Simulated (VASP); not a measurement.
A run of VASP 6.6.1:

Contents of POSCAR:

```
GdN
1.0
    0.0000000000      2.5181789290      2.5181789290
    2.5181789290      0.0000000000      2.5181789290
    2.5181789290      2.5181789290      0.0000000000
Gd N
1 1
Direct
    0.5000000000      0.5000000000      0.5000000000
    0.0000000000      0.0000000000      0.0000000000
```

The input INCAR.step1:

```
  ALGO = Normal
  EDIFF = 1E-4
  ENCUT = 520
  GGA = PE
  ISMEAR = 0
  ISPIN = 2
  LASPH = T
  LCHARG = F
  LDAU = T
  LDAUJ = 0 0
  LDAUL = 3 -1
  LDAUTYPE = 2
  LDAUU = 4 0
  LMAXMIX = 6
  LREAL = F
  LWAVE = T
  MAGMOM = 7.67 -0.18
  NBANDS = 22
  NELM = 150
  PREC = Accurate
  SIGMA = 0.05
```

INCAR.step2

```
  ALGO = Normal
  BPARAM = 11.95
  CPARAM = 0.0093
  EDIFF = 1E-6
  ENCUT = 520
  ISIF = 2
  ISMEAR = 0
  ISPIN = 2
  ISTART = 1
  IVDW_NL = 2
  LASPH = T
  LCHARG = F
  LDAU = T
  LDAUJ = 0 0
  LDAUL = 3 -1
  LDAUPRINT = 1
  LDAUTYPE = 2
  LDAUU = 4 0
  LMAXMIX = 6
  LMIXTAU = T
  LORBIT = 11
  LREAL = F
  LUSE_VDW = T
  LWAVE = F
  MAGMOM = 7.67 -0.18
  METAGGA = R2SCAN
  NBANDS = 22
  NELM = 150
  PREC = Accurate
  SIGMA = 0.05
```

Contents of KPOINTS:

```
k-points
0
Gamma
  8 8 8
```

Potentials or basis: VASP PAW PBE potentials, release 64 (Gd, N).

Launch:

```bash
$ cat potpaw_PBE.64/Gd/POTCAR potpaw_PBE.64/N/POTCAR > POTCAR
$ cp INCAR.step1 INCAR
$ mpirun -np 1 vasp_std > vasp.out
$ cp INCAR.step2 INCAR
$ mpirun -np 1 vasp_std > vasp.out
```

Hardware: 1 thread of Intel(R) Xeon(R) Platinum 8375C CPU @ 2.90GHz (Ice Lake), on a shared host.

Problem. Estimate the wall time of this run.

Solution. Wall time 2.7 min on 1 thread of Intel(R) Xeon(R) Platinum 8375C CPU @ 2.90GHz (Ice Lake), with other jobs on the host, peak memory 0.3 GiB. Counts: k points 29.
